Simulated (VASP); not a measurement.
# TaN (R-3m) in VASP: further runs

The runs below take TaN through single point, with PBEsol.

Program: VASP 6.6.1. These are calculated values, not measurements. Logs are shortened: lines on timing, memory, paths and dates and some standing lists are left out, and cuts for length are marked.

**1. The cell of the first run**

Symmetry: R-3m, No. 166, trigonal system. Conventional cell: a = 2.859 Å, b = 2.859 Å, c = 8.400 Å, α = 90.00°, β = 90.00°, γ = 120.00°. Ta (site symmetry -3m) has 6 N at 2.16 Å and 6 Ta at 2.86 Å within 2.9 Å. Within 2.9 Å of N (site symmetry -3m) lie 6 Ta at 2.16 Å and 6 N at 2.86 Å.

**2. Single point, PBEsol (9.91 Å³/atom)**

File INCAR:

```
SYSTEM = TaN
ALGO = Normal
EDIFF = 1E-6
ENCUT = 700
GGA = PS
GGA_COMPAT = .FALSE.
ISIF = 2
ISMEAR = 0
LASPH = .TRUE.
LCHARG = .FALSE.
LREAL = .FALSE.
LWAVE = .FALSE.
NBANDS = 16
NELM = 120
PREC = Accurate
SIGMA = 0.15
```

File KPOINTS:

```
k-points
0
G
  20 20 20
  0 0 0
```

File POSCAR:

```
TaN
1.0
    0.2689794646      2.2903682269      2.2903682269
    2.2903682269      0.2689794646      2.2903682269
    2.2903682269      2.2903682269      0.2689794646
Ta N
1 1
Direct
    0.5000000000      0.5000000000      0.5000000000
    0.0000000000      0.0000000000      0.0000000000
```

Potentials or basis: VASP PAW PBE potentials, release 64 (Ta_sv_GW, N).

Started as:

```sh
cat potpaw_PBE.64/Ta_sv_GW/POTCAR potpaw_PBE.64/N/POTCAR > POTCAR
mpirun -np 1 vasp_std > vasp.out
```

OUTCAR:

```text
SYSTEM = TaN
   EDIFF = 1E-6
   ENCUT = 700
   GGA = PS
   ISIF = 2
   ISMEAR = 0
   LASPH = .TRUE.
   LREAL = .FALSE.
   NELM = 120
   PREC = Accurate

 ion  position               nearest neighbor table
   1  0.500  0.500  0.500-   2 2.16   2 2.16   2 2.16   2 2.16   2 2.16   2 2.16
   2  0.000  0.000  0.000-   1 2.16   1 2.16   1 2.16   1 2.16   1 2.16   1 2.16

  LATTYP: Found a trigonal (rhomboedric) cell.
 ALAT       =     3.2502189437
 COS(alpha) =     0.6132106928

  Lattice vectors:

 A1 = (   0.2689794646,   2.2903682269,   2.2903682269)
 A2 = (   2.2903682269,   0.2689794646,   2.2903682269)
 A3 = (   2.2903682269,   2.2903682269,   0.2689794646)

Analysis of symmetry for initial positions (statically):
=====================================================================
 Subroutine PRICEL returns:
 Original cell was already a primitive cell.

 Routine SETGRP: Setting up the symmetry group for a
 trigonal (rhombohedral) supercell.

 Subroutine GETGRP returns: Found 12 space group operations
 (whereof 12 operations were pure point group operations)
 out of a pool of 12 trial point group operations.

The static configuration has the point symmetry D_3d.

Analysis of symmetry for dynamics (positions and initial velocities):
=====================================================================
 Subroutine PRICEL returns:
 Original cell was already a primitive cell.

 Routine SETGRP: Setting up the symmetry group for a
 trigonal (rhombohedral) supercell.

 Subroutine GETGRP returns: Found 12 space group operations
 (whereof 12 operations were pure point group operations)
 out of a pool of 12 trial point group operations.

The dynamic configuration has the point symmetry D_3d.

 Subroutine INISYM returns: Found 12 space group operations
 (whereof 12 operations are pure point group operations),
 and found     1 'primitive' translations

----------------------------------------------------------------------------------------

                                     Primitive cell

  volume of cell :      19.8160

  direct lattice vectors                    reciprocal lattice vectors
     0.268979465  2.290368227  2.290368227    -0.261073711  0.233635678  0.233635678
     2.290368227  0.268979465  2.290368227     0.233635678 -0.261073711  0.233635678
     2.290368227  2.290368227  0.268979465     0.233635678  0.233635678 -0.261073711

  length of vectors
     3.250218944  3.250218944  3.250218944     0.421106569  0.421106569  0.421106569

  position of ions in fractional coordinates (direct lattice)
     0.500000000  0.500000000  0.500000000
     0.000000000  0.000000000  0.000000000

  ion indices of the primitive-cell ions
   primitive index   ion index
                 1           1
                 2           2

----------------------------------------------------------------------------------------

 KPOINTS: k-points

Automatic generation of k-mesh.
 Grid dimensions read from file:
 generate k-points for:   20   20   20

 Generating k-lattice:

  Cartesian coordinates                     Fractional coordinates (reciprocal lattice)
    -0.013053686  0.011681784  0.011681784     0.050000000  0.000000000  0.000000000
     0.011681784 -0.013053686  0.011681784     0.000000000  0.050000000  0.000000000
     0.011681784  0.011681784 -0.013053686     0.000000000  0.000000000  0.050000000

  Length of vectors
     0.021055328  0.021055328  0.021055328

  Shift w.r.t. Gamma in fractional coordinates (k-lattice)
     0.000000000  0.000000000  0.000000000

 Subroutine IBZKPT returns following result:
 ===========================================

 Found    781 irreducible k-points:

 Following reciprocal coordinates:
            Coordinates               Weight
  0.000000  0.000000  0.000000      1.000000
  0.050000  0.000000  0.000000      6.000000
  0.100000  0.000000 -0.000000      6.000000
  0.150000  0.000000 -0.000000      6.000000
  0.200000  0.000000 -0.000000      6.000000
  0.250000 -0.000000 -0.000000      6.000000
[... 16 lines left out ...]
 -0.400000  0.050000  0.000000     12.000000
 -0.350000  0.050000 -0.000000     12.000000
 [... further k-points ...]
   k-points           NKPTS =    781   k-points in BZ     NKDIM =    781   number of bands    NBANDS=     16
   number of dos      NEDOS =    301   number of ions     NIONS =      2
   total plane-waves  NPLWV =  21952
   dimension x,y,z NGX =    28 NGY =   28 NGZ =   28
   dimension x,y,z NGXF=    56 NGYF=   56 NGZF=   56
   ions per type =               1   1
   NGX,Y,Z   is equivalent  to a cutoff of  14.32, 14.32, 14.32 a.u.
   NGXF,Y,Z  is equivalent  to a cutoff of  28.64, 28.64, 28.64 a.u.
 SYSTEM =  TaN
   PREC   = accura    normal or accurate (medium, high low for compatibility)
   ISTART =      0    job   : 0-new  1-cont  2-samecut
   ICHARG =      2    charge: 1-file 2-atom 10-const
   ISPIN  =      1    spin polarized calculation?
   LNONCOLLINEAR =      F non collinear calculations
   LSORBIT =      F    spin-orbit coupling
   LASPH  =      T    aspherical Exc in radial PAW
   ENCUT  =  700.0 eV  51.45 Ry    7.17 a.u.   7.01  7.01  7.01*2*pi/ulx,y,z
   NELM   =    120;   NELMIN=  2; NELMDL= -5     # of ELM steps
   EDIFF  = 0.1E-05   stopping-criterion for ELM
   LREAL  =      F    real-space projection
   EDIFFG = 0.1E-04   stopping-criterion for IOM
   NSW    =      0    number of steps for IOM
   IBRION =     -1    ionic relax: 0-MD 1-quasi-New 2-CG
   NFREE  =      0    steps in history (QN), initial steepest desc. (CG)
   ISIF   =      2    stress and relaxation
   ISYM   =      2    0-nonsym 1-usesym 2-fastsym
   POTIM  = 0.5000    time-step for ionic-motion
   TEBEG  =    0.0;   TEEND  =   0.0 temperature during run
   PSTRESS=    0.0 pullay stress
   NELECT =      18.0000    total number of electrons
   NUPDOWN=      -1.0000    fix difference up-down
   EMIN   =  10.00;   EMAX   =-10.00  energy-range for DOS
   EFERMI =   0.00;   METHOD = LEGACY
   ISMEAR =     0;   SIGMA  =   0.15  broadening in eV -4-tet -1-fermi 0-gaus
   EFERMI_NEDOS =   21; number of points for ismear=-14 and -15
   IALGO  =     38    algorithm
   IMIX   =      4    mixing-type and parameters
     AMIX     =   0.40;   BMIX     =  1.00
     AMIX_MAG =   1.60;   BMIX_MAG =  1.00
  volume/ion in A,a.u.               =       9.91        66.86
  Fermi-wavevector in a.u.,A,eV,Ry     =   1.585478  2.996120 34.201534  2.513742
  Thomas-Fermi vector in A             =   2.684937
   LORBIT       =      0    0 simple, 1 ext, 2 COOP (PROOUT), +10 PAW based schemes
   GGA     = PS    functional components
   LHFCALC =     F    Hartree Fock is set to
   AEXX    =    0.0000 exact exchange contribution
   IVDW    =     0    specifies the selected vdW correction
   LEPSILON=     F    determine dielectric tensor
   LRPA    =     F    only Hartree local field effects (RPA)
 non-spin polarized calculation
 Gauss-broadening in eV      SIGMA  =   0.15
  energy-cutoff  :      700.00
  volume of cell :       19.82
 maximum number of plane-waves:       849
   NGX = 13   NGY = 13   NGZ = 13

 number of electron      17.9999999 magnetization

 Free energy of the ion-electron system (eV)
  ---------------------------------------------------
  ext. energy  EPLUGINS =         0.00000000
  ---------------------------------------------------
  free energy    TOTEN  =       -25.51372798 eV

  energy without entropy =      -25.50444987  energy(sigma->0) =      -25.50908892

 E-fermi :  14.2308     XC(G=0): -14.3771

 val. band max:       14.2258158852   @ k =   0.3500   0.3500   0.3000
 cond. band min:      14.2386021856   @ k =   0.2500   0.1500  -0.0000
 fundamental gap:      0.0127863004
 Fermi energy:        14.2308349545

 k-point     1 :       0.0000    0.0000    0.0000
  band No.  band energies     occupation
      1     -54.7170      2.00000
      2     -21.1451      2.00000
      3     -20.6483      2.00000
      4     -20.6483      2.00000
      5      -4.5468      2.00000
      6      10.1538      2.00000
[... 8 lines left out ...]
     15      24.2552      0.00000
     16      37.6979      0.00000

 k-point     2 :       0.0500    0.0000    0.0000
  band No.  band energies     occupation
      1     -54.7141      2.00000
      2     -21.1449      2.00000
      3     -20.6865      2.00000
      4     -20.6548      2.00000
      5      -4.4731      2.00000
      6       9.8029      2.00000
[... 8 lines left out ...]
     15      24.5214      0.00000
     16      36.8951      0.00000

 k-point     3 :       0.1000    0.0000   -0.0000
  band No.  band energies     occupation
      1     -54.7055      2.00000
      2     -21.1449      2.00000
      3     -20.7952      2.00000
      4     -20.6734      2.00000
      5      -4.2578      2.00000
      6       9.2040      2.00000
[... 8 lines left out ...]
     15      25.2675      0.00000
     16      35.1840      0.00000

 k-point     4 :       0.1500    0.0000   -0.0000
  band No.  band energies     occupation
      1     -54.6922      2.00000
      2     -21.1513      2.00000
      3     -20.9541      2.00000
      4     -20.7023      2.00000
      5      -3.9179      2.00000
      6       8.5076      2.00000
[... 8 lines left out ...]
     15      26.3478      0.00000
     16      33.3791      0.00000
[... 324 lines left out ...]
 k-point    22 :      -0.4500    0.0500    0.0000
  band No.  band energies     occupation
      1     -54.5957      2.00000
      2     -22.0623      2.00000
      3     -21.0917      2.00000
      4     -20.9258      2.00000
      5      -0.9733      2.00000
      6       4.0366      2.00000
[... 8 lines left out ...]
     15      25.6569      0.00000
     16      28.2876      0.00000

 k-point    23 :      -0.4000    0.0500    0.0000
  band No.  band energies     occupation
      1     -54.6018      2.00000
      2     -21.9990      2.00000
      3     -21.0898      2.00000
      4     -20.9137      2.00000
      5      -1.2476      2.00000
      6       4.3904      2.00000
[... 8 lines left out ...]
     15      26.3610      0.00000
     16      28.5821      0.00000

 k-point    24 :      -0.3500    0.0500   -0.0000
  band No.  band energies     occupation
      1     -54.6132      2.00000
      2     -21.8798      2.00000
      3     -21.0902      2.00000
      4     -20.8898      2.00000
      5      -1.6856      2.00000
      6       4.9961      2.00000
[... 8 lines left out ...]
     15      27.1256      0.00000
     16      29.2607      0.00000

 [... further k-points ...]

------------------------ aborting loop because EDIFF is reached ----------------------------------------

  FORCE on cell =-STRESS in cart. coord.  units (eV):
  Direction    XX          YY          ZZ          XY          YZ          ZX
  --------------------------------------------------------------------------------------
  -------------------------------------------------------------------------------------
  Total        2.9489049      2.9489049      2.9489049     -0.8793511     -0.8793511     -0.8793511
  in kB      238.4269557    238.4269557    238.4269557    -71.0979226    -71.0979226    -71.0979226
  external PRESSURE =     238.4269557 kB  Pullay stress =       0.0000000 kB

 VOLUME and BASIS-vectors are now :
 -----------------------------------------------------------------------------
  energy-cutoff  :      700.00
  volume of cell :       19.82
      direct lattice vectors                 reciprocal lattice vectors
     0.268979465  2.290368227  2.290368227    -0.261073711  0.233635678  0.233635678
     2.290368227  0.268979465  2.290368227     0.233635678 -0.261073711  0.233635678
     2.290368227  2.290368227  0.268979465     0.233635678  0.233635678 -0.261073711

 POSITION                                       TOTAL-FORCE (eV/Angst)
 -----------------------------------------------------------------------------------
      2.42486      2.42486      2.42486        -0.000000      0.000000     -0.000000
      0.00000      0.00000      0.00000         0.000000     -0.000000      0.000000
 -----------------------------------------------------------------------------------
    total drift:                                0.000000      0.000000      0.000000

  FREE ENERGIE OF THE ION-ELECTRON SYSTEM (eV)
  ---------------------------------------------------
  free  energy   TOTEN  =       -25.5137279769 eV

  energy  without entropy=      -25.5044498724  energy(sigma->0) =      -25.50908892
```

Wall time 4.8 min (1 thread of Intel Xeon Platinum 8375C at 2.90GHz (Ice Lake), shared host); peak memory 0.53 GiB.

What came out:

```
Free energy            : -25.5137 eV
Pressure               : 23.8 GPa
Band gap on the k mesh : zero (bands 9 and 10 overlap by 2.44 eV)
```

Stress tensor (GPa, compression positive):
```
23.84 -7.11 -7.11
-7.11 23.84 -7.11
-7.11 -7.11 23.84
```

Caveat: the cell stands under pressure; the PAW data sets were made with another functional, which shifts forces and pressure a little; spin-orbit coupling is left out, which moves the levels of the heavy elements.

**3. Single point, PBEsol (10.19 Å³/atom)**

This run uses another cell than the first one, of 10.19 Å³/atom.

File INCAR:

```
  PREC = Accurate
  ENCUT = 700
  EDIFF = 1E-6
  ISMEAR = 0
  SIGMA = 0.15
  LREAL = F
  LASPH = T
  NELM = 120
  ALGO = Normal
  ISIF = 2
  LWAVE = F
  LCHARG = F
  GGA = PS
  NBANDS = 16
  GGA_COMPAT = F
```

File KPOINTS:

```
regular mesh
0
Gamma
  20 20 20
```

File POSCAR:

```
TaN
1.0
    0.2714897500      2.3117433824      2.3117433824
    2.3117433824      0.2714897500      2.3117433824
    2.3117433824      2.3117433824      0.2714897500
Ta N
1 1
Direct
    0.5000000000      0.5000000000      0.5000000000
    0.0000000000      0.0000000000      0.0000000000
```

Potentials or basis: VASP PAW PBE potentials, release 64 (Ta_sv_GW, N).

Started as:

```sh
cat potpaw_PBE.64/Ta_sv_GW/POTCAR potpaw_PBE.64/N/POTCAR > POTCAR
mpirun -np 1 vasp_std > vasp.out
```

OUTCAR:

```text
PREC = Accurate
   ENCUT = 700
   EDIFF = 1E-6
   ISMEAR = 0
   LREAL = F
   LASPH = T
   NELM = 120
   ISIF = 2
   GGA = PS

 ion  position               nearest neighbor table
   1  0.500  0.500  0.500-   2 2.18   2 2.18   2 2.18   2 2.18   2 2.18   2 2.18
   2  0.000  0.000  0.000-   1 2.18   1 2.18   1 2.18   1 2.18   1 2.18   1 2.18

  LATTYP: Found a trigonal (rhomboedric) cell.
 ALAT       =     3.2805520292
 COS(alpha) =     0.6132106929

  Lattice vectors:
[... 641 lines left out ...]

 [... further k-points ...]

------------------------ aborting loop because EDIFF is reached ----------------------------------------

  FORCE on cell =-STRESS in cart. coord.  units (eV):
  Direction    XX          YY          ZZ          XY          YZ          ZX
  --------------------------------------------------------------------------------------
  -------------------------------------------------------------------------------------
  Total        1.5198831      1.5198831      1.5198831     -0.8648159     -0.8648159     -0.8648159
  in kB      119.5093392    119.5093392    119.5093392    -68.0010019    -68.0010019    -68.0010019
  external PRESSURE =     119.5093392 kB  Pullay stress =       0.0000000 kB

 VOLUME and BASIS-vectors are now :
 -----------------------------------------------------------------------------
  energy-cutoff  :      700.00
  volume of cell :       20.38
      direct lattice vectors                 reciprocal lattice vectors
     0.271489750  2.311743382  2.311743382    -0.258659736  0.231475404  0.231475404
     2.311743382  0.271489750  2.311743382     0.231475404 -0.258659736  0.231475404
     2.311743382  2.311743382  0.271489750     0.231475404  0.231475404 -0.258659736

 POSITION                                       TOTAL-FORCE (eV/Angst)
 -----------------------------------------------------------------------------------
      2.44749      2.44749      2.44749         0.000000     -0.000000     -0.000000
      0.00000      0.00000      0.00000        -0.000000      0.000000      0.000000
 -----------------------------------------------------------------------------------
    total drift:                                0.000000      0.000000      0.000000

  FREE ENERGIE OF THE ION-ELECTRON SYSTEM (eV)
  ---------------------------------------------------
  free  energy   TOTEN  =       -25.5772454728 eV

  energy  without entropy=      -25.5675417071  energy(sigma->0) =      -25.57239359
```

OSZICAR:

```text
N       E                     dE             d eps       ncg     rms          rms(c)
DAV:   1     0.132500867842E+03    0.13250E+03   -0.13383E+04 25056   0.146E+03
DAV:   2    -0.235792461011E+02   -0.15608E+03   -0.14975E+03 36384   0.377E+02
DAV:   3    -0.293410059058E+02   -0.57618E+01   -0.57465E+01 29576   0.653E+01
DAV:   4    -0.294857409267E+02   -0.14474E+00   -0.14473E+00 35480   0.717E+00
DAV:   5    -0.294887769482E+02   -0.30360E-02   -0.30360E-02 29928   0.742E-01    0.561E+01
DAV:   6    -0.257311592471E+02    0.37576E+01   -0.80376E+00 31448   0.265E+01    0.545E+01
DAV:   7    -0.256236842981E+02    0.10747E+00   -0.48251E-01 26064   0.607E+00    0.245E+01
DAV:   8    -0.255784151414E+02    0.45269E-01   -0.10875E-01 32552   0.275E+00    0.246E+00
DAV:   9    -0.255773139544E+02    0.11012E-02   -0.38227E-03 32856   0.604E-01    0.779E-01
DAV:  10    -0.255772580498E+02    0.55905E-04   -0.11227E-03 26056   0.362E-01    0.836E-02
DAV:  11    -0.255772497584E+02    0.82914E-05   -0.77950E-05 29144   0.910E-02    0.118E-01
DAV:  12    -0.255772453918E+02    0.43666E-05   -0.10261E-05 32240   0.334E-02    0.534E-03
DAV:  13    -0.255772454728E+02   -0.81008E-07   -0.81098E-07 14096   0.723E-03
   1 F= -.25577245E+02 E0= -.25572394E+02  d E =-.970377E-02
```

It took 5.8 min on 1 thread of Intel Xeon Platinum 8259CL at 2.50GHz (Skylake/Cascade Lake), shared host; peak memory 0.54 GiB.

What came out:

```
Free energy            : -25.5772 eV
Pressure               : 12.0 GPa
Band gap on the k mesh : zero (bands 9 and 10 overlap by 2.33 eV)
```

Caveat: the cell stands under pressure; the PAW data sets were made with another functional, which shifts forces and pressure a little; spin-orbit coupling is left out, which moves the levels of the heavy elements.

(Continued in part 2 of 2.)
